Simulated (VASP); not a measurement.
# GaAs (I-4m2) in VASP: notebook

The runs below take GaAs through single point, with PBEsol.

All numbers are computed with VASP 6.6.1; they aren't measurements. Logs are shortened: lines on timing, memory, paths and dates and some standing lists are left out, and cuts for length are marked.

**1. The cell of the first run**

The structure is tetragonal, space group I-4m2 (No. 119). The conventional cell has a = 4.110 Å, b = 4.110 Å, c = 5.348 Å, α = 90.00°, β = 90.00°, γ = 90.00°. Ga (site symmetry -4m2) has 4 As at 2.45 Å within 3.2 Å. Within 3.2 Å of As (site symmetry -4m2) lie 4 Ga at 2.45 Å.

**2. Single point, PBEsol**

The input, INCAR:

```
SYSTEM = GaAs
PREC = Accurate ; ENCUT = 520
EDIFF = 1E-6 ; ISMEAR = 0
SIGMA = 0.05 ; LREAL = .FALSE.
LASPH = .TRUE. ; NELM = 80
ALGO = Normal ; ISIF = 2
LWAVE = .FALSE. ; LCHARG = .FALSE.
GGA = PS ; NBANDS = 16
```

The input, KPOINTS:

```
Automatic mesh
0
G
  12 12 12
  0 0 0
```

The input, POSCAR:

```
GaAs
1.0
    0.0000000000      2.9065211565      2.6739994640
    2.9065211565      0.0000000000      2.6739994640
    2.9065211565      2.9065211565      0.0000000000
Ga As
1 1
Direct
    0.0000000000      0.0000000000      0.0000000000
    0.7500000000      0.7500000000      0.7500000000
```

Potentials or basis: VASP PAW PBE potentials, release 64 (Ga_d, As).

Started as:

```console
$ cat potpaw_PBE.64/Ga_d/POTCAR potpaw_PBE.64/As/POTCAR > POTCAR
$ mpirun -np 1 vasp_std > vasp.out
```

OUTCAR:

```text
SYSTEM = GaAs
   PREC = Accurate
   ENCUT = 520
   EDIFF = 1E-6
   ISMEAR = 0
   LREAL = .FALSE.
   LASPH = .TRUE.
   NELM = 80
   ISIF = 2
   GGA = PS

 ion  position               nearest neighbor table
   1  0.000  0.000  0.000-   2 2.45   2 2.45   2 2.45   2 2.45
   2  0.750  0.750  0.750-   1 2.45   1 2.45   1 2.45   1 2.45

  LATTYP: Found a body centered tetragonal cell.
 ALAT       =     4.1104416388
 C/A-ratio  =     1.3010764774

  Lattice vectors:

 A1 = (   0.0000000000,  -2.9065211565,  -2.6739994640)
 A2 = (   0.0000000000,   2.9065211565,  -2.6739994640)
 A3 = (   2.9065211565,   0.0000000000,   2.6739994640)

Analysis of symmetry for initial positions (statically):
=====================================================================
 Subroutine PRICEL returns:
 Original cell was already a primitive cell.

 Routine SETGRP: Setting up the symmetry group for a
 body centered tetragonal supercell.

 Subroutine GETGRP returns: Found  8 space group operations
 (whereof  8 operations were pure point group operations)
 out of a pool of 16 trial point group operations.

The static configuration has the point symmetry D_2d.

Analysis of symmetry for dynamics (positions and initial velocities):
=====================================================================
 Subroutine PRICEL returns:
 Original cell was already a primitive cell.

 Routine SETGRP: Setting up the symmetry group for a
 body centered tetragonal supercell.

 Subroutine GETGRP returns: Found  8 space group operations
 (whereof  8 operations were pure point group operations)
 out of a pool of 16 trial point group operations.

The dynamic configuration has the point symmetry D_2d.

 Subroutine INISYM returns: Found  8 space group operations
 (whereof  8 operations are pure point group operations),
 and found     1 'primitive' translations

----------------------------------------------------------------------------------------

                                     Primitive cell

  volume of cell :      45.1792

  direct lattice vectors                    reciprocal lattice vectors
     0.000000000  2.906521157  2.673999464    -0.172026960  0.172026960  0.186985827
     2.906521157  0.000000000  2.673999464     0.172026960 -0.172026960  0.186985827
     2.906521157  2.906521157  0.000000000     0.172026960  0.172026960 -0.186985827

  length of vectors
     3.949447856  3.949447856  4.110441639     0.306839127  0.306839127  0.306839127

  position of ions in fractional coordinates (direct lattice)
     0.000000000  0.000000000  0.000000000
     0.750000000  0.750000000  0.750000000

  ion indices of the primitive-cell ions
   primitive index   ion index
                 1           1
                 2           2

----------------------------------------------------------------------------------------

 KPOINTS: Automatic mesh

Automatic generation of k-mesh.
 Grid dimensions read from file:
 generate k-points for:   12   12   12

 Generating k-lattice:

  Cartesian coordinates                     Fractional coordinates (reciprocal lattice)
    -0.014335580  0.014335580  0.015582152     0.083333333  0.000000000  0.000000000
     0.014335580 -0.014335580  0.015582152     0.000000000  0.083333333  0.000000000
     0.014335580  0.014335580 -0.015582152     0.000000000  0.000000000  0.083333333

  Length of vectors
     0.025569927  0.025569927  0.025569927

  Shift w.r.t. Gamma in fractional coordinates (k-lattice)
     0.000000000  0.000000000  0.000000000

 Subroutine IBZKPT returns following result:
 ===========================================

 Found    163 irreducible k-points:

 Following reciprocal coordinates:
            Coordinates               Weight
  0.000000  0.000000  0.000000      1.000000
  0.083333 -0.000000  0.000000      8.000000
  0.166667 -0.000000  0.000000      8.000000
  0.250000  0.000000  0.000000      8.000000
  0.333333 -0.000000  0.000000      8.000000
  0.416667  0.000000  0.000000      8.000000
[... 16 lines left out ...]
  0.500000  0.166667  0.000000      8.000000
 -0.416667  0.166667  0.000000      8.000000
 [... further k-points ...]
   k-points           NKPTS =    163   k-points in BZ     NKDIM =    163   number of bands    NBANDS=     16
   number of dos      NEDOS =    301   number of ions     NIONS =      2
   total plane-waves  NPLWV =  28800
   dimension x,y,z NGX =    30 NGY =   30 NGZ =   32
   dimension x,y,z NGXF=    60 NGYF=   60 NGZF=   64
   ions per type =               1   1
   NGX,Y,Z   is equivalent  to a cutoff of  12.63, 12.63, 12.94 a.u.
   NGXF,Y,Z  is equivalent  to a cutoff of  25.26, 25.26, 25.88 a.u.
 SYSTEM =  GaAs
   PREC   = accura    normal or accurate (medium, high low for compatibility)
   ISTART =      0    job   : 0-new  1-cont  2-samecut
   ICHARG =      2    charge: 1-file 2-atom 10-const
   ISPIN  =      1    spin polarized calculation?
   LNONCOLLINEAR =      F non collinear calculations
   LSORBIT =      F    spin-orbit coupling
   LASPH  =      T    aspherical Exc in radial PAW
   ENCUT  =  520.0 eV  38.22 Ry    6.18 a.u.   7.34  7.34  7.64*2*pi/ulx,y,z
   NELM   =     80;   NELMIN=  2; NELMDL= -5     # of ELM steps
   EDIFF  = 0.1E-05   stopping-criterion for ELM
   LREAL  =      F    real-space projection
   EDIFFG = 0.1E-04   stopping-criterion for IOM
   NSW    =      0    number of steps for IOM
   IBRION =     -1    ionic relax: 0-MD 1-quasi-New 2-CG
   NFREE  =      0    steps in history (QN), initial steepest desc. (CG)
   ISIF   =      2    stress and relaxation
   ISYM   =      2    0-nonsym 1-usesym 2-fastsym
   POTIM  = 0.5000    time-step for ionic-motion
   TEBEG  =    0.0;   TEEND  =   0.0 temperature during run
   PSTRESS=    0.0 pullay stress
   NELECT =      18.0000    total number of electrons
   NUPDOWN=      -1.0000    fix difference up-down
   EMIN   =  10.00;   EMAX   =-10.00  energy-range for DOS
   EFERMI =   0.00;   METHOD = LEGACY
   ISMEAR =     0;   SIGMA  =   0.05  broadening in eV -4-tet -1-fermi 0-gaus
   EFERMI_NEDOS =   21; number of points for ismear=-14 and -15
   IALGO  =     38    algorithm
   IMIX   =      4    mixing-type and parameters
     AMIX     =   0.40;   BMIX     =  1.00
     AMIX_MAG =   1.60;   BMIX_MAG =  1.00
  volume/ion in A,a.u.               =      22.59       152.44
  Fermi-wavevector in a.u.,A,eV,Ry     =   1.204628  2.276417 19.743799  1.451128
  Thomas-Fermi vector in A             =   2.340347
   LORBIT       =      0    0 simple, 1 ext, 2 COOP (PROOUT), +10 PAW based schemes
   GGA     = PS    functional components
   LHFCALC =     F    Hartree Fock is set to
   AEXX    =    0.0000 exact exchange contribution
   IVDW    =     0    specifies the selected vdW correction
   LEPSILON=     F    determine dielectric tensor
   LRPA    =     F    only Hartree local field effects (RPA)
 non-spin polarized calculation
 Gauss-broadening in eV      SIGMA  =   0.05
  energy-cutoff  :      520.00
  volume of cell :       45.18
 maximum number of plane-waves:      1233
 NGX is ok and might be reduce to    30

 number of electron      18.0000006 magnetization

 Free energy of the ion-electron system (eV)
  ---------------------------------------------------
  ext. energy  EPLUGINS =         0.00000000
  ---------------------------------------------------
  free energy    TOTEN  =        -9.05715158 eV

  energy without entropy =       -9.05714611  energy(sigma->0) =       -9.05714885

 E-fermi :   4.1475     XC(G=0):  -9.7804

 val. band max:        4.0806350636   @ k =   0.0000   0.0000   0.0000
 cond. band min:       4.2143440786   @ k =   0.0000   0.0000   0.0000
 fundamental gap:      0.1337090149
 Fermi energy:         4.1474895522

 k-point     1 :       0.0000    0.0000    0.0000
  band No.  band energies     occupation
      1     -10.9787      2.00000
      2     -10.9787      2.00000
      3     -10.9593      2.00000
      4     -10.9022      2.00000
      5     -10.8877      2.00000
      6      -8.9337      2.00000
[... 8 lines left out ...]
     15      13.1296      0.00000
     16      14.3954      0.00000

 k-point     2 :       0.0833   -0.0000    0.0000
  band No.  band energies     occupation
      1     -10.9826      2.00000
      2     -10.9770      2.00000
      3     -10.9603      2.00000
      4     -10.9024      2.00000
      5     -10.8875      2.00000
      6      -8.8514      2.00000
[... 8 lines left out ...]
     15      12.7177      0.00000
     16      13.5577      0.00000

 k-point     3 :       0.1667   -0.0000    0.0000
  band No.  band energies     occupation
      1     -10.9966      2.00000
      2     -10.9726      2.00000
      3     -10.9589      2.00000
      4     -10.9026      2.00000
      5     -10.8869      2.00000
      6      -8.6115      2.00000
[... 8 lines left out ...]
     15      12.4084      0.00000
     16      13.2435      0.00000

 k-point     4 :       0.2500    0.0000    0.0000
  band No.  band energies     occupation
      1     -11.0164      2.00000
      2     -10.9673      2.00000
      3     -10.9548      2.00000
      4     -10.9027      2.00000
      5     -10.8853      2.00000
      6      -8.2372      2.00000
[... 8 lines left out ...]
     15      12.6379      0.00000
     16      13.4180      0.00000
[... 324 lines left out ...]
 k-point    22 :       0.4167    0.1667    0.0000
  band No.  band energies     occupation
      1     -11.0496      2.00000
      2     -10.9515      2.00000
      3     -10.9488      2.00000
      4     -10.9121      2.00000
      5     -10.8775      2.00000
      6      -7.3132      2.00000
[... 8 lines left out ...]
     15      15.0048      0.00000
     16      15.7877      0.00000

 k-point    23 :       0.5000    0.1667    0.0000
  band No.  band energies     occupation
      1     -11.0569      2.00000
      2     -10.9502      2.00000
      3     -10.9464      2.00000
      4     -10.9092      2.00000
      5     -10.8780      2.00000
      6      -6.9787      2.00000
[... 8 lines left out ...]
     15      15.6070      0.00000
     16      15.8875      0.00000

 k-point    24 :      -0.4167    0.1667    0.0000
  band No.  band energies     occupation
      1     -11.0567      2.00000
      2     -10.9511      2.00000
      3     -10.9456      2.00000
      4     -10.9056      2.00000
      5     -10.8805      2.00000
      6      -6.9644      2.00000
[... 8 lines left out ...]
     15      14.2558      0.00000
     16      15.2499      0.00000

 [... further k-points ...]
[... 5 lines left out ...]
  --------------------------------------------------------------------------------------
  -------------------------------------------------------------------------------------
  Total       -0.3268433     -0.3268433      0.8638067      0.0000000     -0.0000000     -0.0000000
  in kB      -11.5907608    -11.5907608     30.6329516      0.0000000     -0.0000000     -0.0000000
  external PRESSURE =       2.4838100 kB  Pullay stress =       0.0000000 kB

 VOLUME and BASIS-vectors are now :
 -----------------------------------------------------------------------------
  energy-cutoff  :      520.00
  volume of cell :       45.18
      direct lattice vectors                 reciprocal lattice vectors
     0.000000000  2.906521157  2.673999464    -0.172026960  0.172026960  0.186985827
     2.906521157  0.000000000  2.673999464     0.172026960 -0.172026960  0.186985827
     2.906521157  2.906521157  0.000000000     0.172026960  0.172026960 -0.186985827

 POSITION                                       TOTAL-FORCE (eV/Angst)
 -----------------------------------------------------------------------------------
      0.00000      0.00000      0.00000        -0.000000     -0.000000      0.000000
      4.35978      4.35978      4.01100         0.000000      0.000000     -0.000000
 -----------------------------------------------------------------------------------
    total drift:                                0.000000      0.000000      0.000003

  FREE ENERGIE OF THE ION-ELECTRON SYSTEM (eV)
  ---------------------------------------------------
  free  energy   TOTEN  =        -9.0571515781 eV

  energy  without entropy=       -9.0571461149  energy(sigma->0) =       -9.05714885
```

Wall time 60 s (1 thread of Intel Xeon Platinum 8559C (Emerald Rapids), shared host); peak memory 0.26 GiB.

What came out:

```
Free energy            : -9.0572 eV
Pressure               : 0.2 GPa
Band gap on the k mesh : 0.13 eV, direct
```

Stress tensor (GPa, compression positive):
```
-1.16  0.00  0.00
 0.00 -1.16  0.00
 0.00  0.00  3.06
```

Caveat: the PAW data sets were made with another functional, which shifts forces and pressure a little.

**3. Single point, PBEsol**

This run uses another cell than the first one, of the same volume but with other edges.

The input, INCAR:

```
PREC = Accurate
ENCUT = 520
EDIFF = 1E-6
ISMEAR = 0
SIGMA = 0.05
LREAL = F
LASPH = T
NELM = 100
ALGO = Normal
ISIF = 2
LWAVE = F
LCHARG = F
GGA = PS
NBANDS = 16
```

The input, KPOINTS:

```
Automatic mesh
0
Gamma
  12 12 12
```

The input, POSCAR:

```
GaAs
1.0
    0.0000000000      2.7384524391      3.0122976830
    2.7384524391      0.0000000000      3.0122976830
    2.7384524391      2.7384524391      0.0000000000
Ga As
1 1
Direct
    0.0000000000      0.0000000000      0.0000000000
    0.7500000000      0.7500000000      0.7500000000
```

Potentials or basis: VASP PAW PBE potentials, release 64 (Ga_d, As).

Started as:

```console
$ cat potpaw_PBE.64/Ga_d/POTCAR potpaw_PBE.64/As/POTCAR > POTCAR
$ mpirun -np 1 vasp_std > vasp.out
```

It took 63 s on 1 thread of Intel Xeon Platinum 8559C (Emerald Rapids), shared host; peak memory 0.26 GiB.

It converged, with:

```
Free energy            : -9.0346 eV
Pressure               : 0.3 GPa
Band gap on the k mesh : 0.17 eV, direct
```

Stress tensor (GPa, compression positive):
```
 2.52  0.00  0.00
 0.00  2.52  0.00
 0.00  0.00 -4.26
```

Levels at points of the mesh, in eV from the valence-band top:
```csv
k point,band 7,band 8,band 9,band 10,band 11,band 12
"(0.00, 0.00, 0.00)",-0.63,0.00,0.00,0.17,3.45,3.45
"(0.50, 0.00, 0.00)",-6.87,-1.76,-0.93,0.56,4.25,4.73
"(0.50, 0.50, 0.00)",-7.42,-2.45,-2.45,1.58,1.97,9.85
"(0.50, 0.00, 0.50)",-6.84,-3.11,-3.05,0.96,1.09,9.22
```

Caveat: the PAW data sets were made with another functional, which shifts forces and pressure a little.

**4. Single point, PBEsol**

This run uses another cell than the first one, of the same volume but with other edges.

The input, INCAR:

```
ALGO = Normal
EDIFF = 1E-7
ENCUT = 520
GGA = PS
ISIF = 2
ISMEAR = 0
LASPH = T
LCHARG = F
LREAL = F
LWAVE = F
NBANDS = 16
NELM = 60
PREC = Accurate
SIGMA = 0.05
```

The input, KPOINTS:

```
k-points
0
Gamma
  12 12 12
```

The input, POSCAR:

```
GaAs
1.0
    0.0000000000      3.2633599460      2.1211839649
    3.2633599460      0.0000000000      2.1211839649
    3.2633599460      3.2633599460      0.0000000000
Ga As
1 1
Direct
    0.0000000000      0.0000000000      0.0000000000
    0.7500000000      0.7500000000      0.7500000000
```

Started as:

```console
$ cat potpaw_PBE.64/Ga_d/POTCAR potpaw_PBE.64/As/POTCAR > POTCAR
$ mpirun -np 1 vasp_std > vasp.out
```

Wall time 75 s (1 thread of Intel Xeon Platinum 8559C (Emerald Rapids), shared host); peak memory 0.27 GiB.

It converged, with:

* Free energy: -8.5623 eV
* Pressure: -3.5 GPa
* Band gap on the k mesh: zero (band 9 reaches 4.61 eV, above the bottom of band 10 at 2.93 eV)

Stress tensor (GPa, compression positive):
```
-6.28  0.00  0.00
 0.00 -6.28  0.00
 0.00  0.00  2.09
```

Levels at points of the mesh, in eV from the Fermi level:
| k point | band 7 | band 8 | band 9 | band 10 | band 11 | band 12 |
| --- | --- | --- | --- | --- | --- | --- |
| (0.00, 0.00, 0.00) | -0.59 | -0.59 | -0.51 | 0.98 | 4.18 | 5.22 |
| (0.50, 0.00, 0.00) | -6.34 | -2.13 | -0.76 | -0.12 | 3.37 | 5.59 |
| (0.50, 0.50, 0.00) | -5.03 | -4.03 | -4.03 | -0.32 | 0.98 | 10.06 |
| (0.50, 0.00, 0.50) | -7.35 | -1.11 | -0.92 | 2.61 | 3.44 | 6.46 |

Caveat: the PAW data sets were made with another functional, which shifts forces and pressure a little.

(Continued in part 2 of 2.)
